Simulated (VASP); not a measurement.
Input of a VASP 6.6.1 run:

The input POSCAR:

```
BN
1.0
    2.3963030887      0.0000000000      0.0000000000
   -1.1981515443      2.1657893446      0.0000000000
    0.0000000000      0.0000000000      6.8931397728
B N
2 2
Direct
    0.3279845673      0.6559691346      0.2500000000
    0.6720154327      0.3440308654      0.7500000000
    0.6580090538      0.3160181076      0.2500000000
    0.3419909462      0.6839818924      0.7500000000
```

INCAR.step1

```
ALGO     = Normal         # electronic algorithm
EDIFF    = 1E-4           # SCF threshold, eV
ENCUT    = 520            # plane-wave cutoff, eV
GGA      = PE             # functional
ISMEAR   = 0              # smearing method
LASPH    = T              # aspherical terms in the spheres
LCHARG   = F              # write CHGCAR
LREAL    = F              # projectors in reciprocal space
LWAVE    = T              # write WAVECAR
NBANDS   = 16             # bands
NELM     = 100            # most SCF steps
PREC     = Accurate       # precision mode
SIGMA    = 0.01           # smearing width, eV
```

File INCAR.step2:

```
ALGO     = Normal         # electronic algorithm
EDIFF    = 1E-6           # SCF threshold, eV
ENCUT    = 520            # plane-wave cutoff, eV
ISIF     = 2              # what is computed and relaxed
ISMEAR   = 0              # smearing method
ISTART   = 1            
LASPH    = T              # aspherical terms in the spheres
LCHARG   = T              # write CHGCAR
LELF     = T              # ELF
LMIXTAU  = T            
LREAL    = F              # projectors in reciprocal space
LVHAR    = T            
LWAVE    = F              # write WAVECAR
METAGGA  = R2SCAN         # meta-GGA
NBANDS   = 16             # bands
NELM     = 100            # most SCF steps
PREC     = Accurate       # precision mode
SIGMA    = 0.01           # smearing width, eV
```

Contents of KPOINTS:

```
k-points
0
Gamma
  12 12 4
```

Potentials or basis: VASP PAW PBE potentials, release 64 (B, N).

Command:

```sh
$ cat potpaw_PBE.64/B/POTCAR potpaw_PBE.64/N/POTCAR > POTCAR
$ cp INCAR.step1 INCAR
$ mpirun -np 1 vasp_std > vasp.out
$ cp INCAR.step2 INCAR
$ mpirun -np 1 vasp_std > vasp.out
```

(1) Estimate the pressure.

(2) Predict the band gap on the k mesh.

(3) Predict the largest force.

## Answers

(1) 17.2 GPa.

(2) 4.84 eV (least direct gap 5.55 eV).

(3) 0.004 eV/Å.

Caveat: the cell differs from its parent crystal (uniaxial x strain -4.2%); the cell stands under pressure; the PAW data sets were made with another functional, which shifts forces and pressure a little.
